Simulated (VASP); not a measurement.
Write the native input for VASP 6.6.1 that does the following.

```yaml
Task: single point
Functional: PBE
Potentials_or_basis: VASP PAW PBE potentials, release 64 (B, P)
Cutoff: 500 eV
k_mesh: 8 × 8 × 8
Occupations: gaussian, width 0.1 eV
Spin: no spin polarisation
Dipole_correction: no
Further_INCAR_settings: ALGO = Normal; EDIFF = 1e-06; NBANDS = 32
```

The structure of B5P lies in POSCAR:

```
B5P
1.0
    4.2371166887     -2.9687091142     -0.0008105562
    4.2371166887      2.9687091142     -0.0008105562
   -2.9668593886      0.0000000000      4.1496289460
B P
10 2
Direct
    0.8201001292      0.3183205386      0.9295595297
    0.3183205386      0.8201001292      0.9295595297
    0.1798998708      0.6816794614      0.0704404703
    0.6816794614      0.1798998708      0.0704404703
    0.0045976704      0.0045976704      0.6705353439
    0.9954023296      0.9954023296      0.3294646561
    0.9974755897      0.6591001377      0.6644437053
    0.0025244103      0.3408998623      0.3355562947
    0.6591001377      0.9974755897      0.6644437053
    0.3408998623      0.0025244103      0.3355562947
    0.2905403782      0.2905403782      0.1036121256
    0.7094596218      0.7094596218      0.8963878744
```

The input as run:

INCAR

```
SYSTEM = B5P
PREC = Accurate ; ENCUT = 500
EDIFF = 1E-6 ; ISMEAR = 0
SIGMA = 0.1 ; LREAL = .False.
LASPH = .True. ; NELM = 120
ALGO = Normal ; ISIF = 2
LWAVE = .False. ; LCHARG = .True.
GGA = PE ; LELF = .True.
LVHAR = .True. ; NBANDS = 32
GGA_COMPAT = .False.
```

KPOINTS

```
regular mesh
0
Gamma
  8 8 8
  0 0 0
```

Potentials or basis: VASP PAW PBE potentials, release 64 (B, P).

Run with:

```console
$ cat potpaw_PBE.64/B/POTCAR potpaw_PBE.64/P/POTCAR > POTCAR
$ mpirun -np 1 vasp_std > vasp.out
```

Results of the run:

| Property | Result |
| --- | --- |
| Pressure | -0.1 GPa |
| Largest force | 0.020 eV/Å |
| Band gap on the k mesh | zero (bands 20 and 21 overlap by 0.75 eV) |

Caveat: semilocal functionals underestimate gaps, and a narrow one can read as zero.

It took 14 min on 1 thread of Oxide Virtual Turin-like Processor, on a shared host, peak memory 0.43 GiB.
